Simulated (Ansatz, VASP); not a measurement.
## One calculation of GaAs3, two programs

```
Ga As
1.0
     6.13685    0.00000    0.00000
    -3.06842    5.31467    0.00000
     0.00000    0.00000    5.09106
Ga As
2 6
Direct
  0.33333 0.66667 0.25000
  0.66667 0.33333 0.75000
  0.85365 0.70730 0.25000
  0.14635 0.85365 0.75000
  0.29270 0.14635 0.25000
  0.14635 0.29270 0.75000
  0.85365 0.14635 0.25000
  0.70730 0.85365 0.75000
```

Alike in both runs: functional PBE; k mesh 6 × 6 × 8; occupations gaussian, width 0.1 eV; no spin polarisation.

Ansatz relaxed the structure, and its values are those at the end. VASP's run is a single point on that final structure, the one shown.

|  | VASP | Ansatz |
| --- | --- | --- |
| version | VASP 6.6.1 | Ansatz 0.2.0 |
| potentials or method | VASP PAW PBE potentials, release 64 (Ga_d, As), cutoff 520 eV | scalar-relativistic, plane waves, PAW |
| valence electrons in the cell | 56 | 116 |

|  | VASP | Ansatz | Ansatz less VASP |
| --- | --- | --- | --- |
| gap on the k mesh at the Fermi level (eV) | none | none | - |
| pressure (GPa) | 0.1 | 0.0 | -0.12 |
| rms of the force components (eV/Å) | 0.010 | 0.002 | -0.0083 |

A gap of «none» marks a metal or a gap that the smearing closes. VASP's potentials hold 56 valence electrons a cell and Ansatz's 116, so a difference there can come from the potentials and not from the codes.
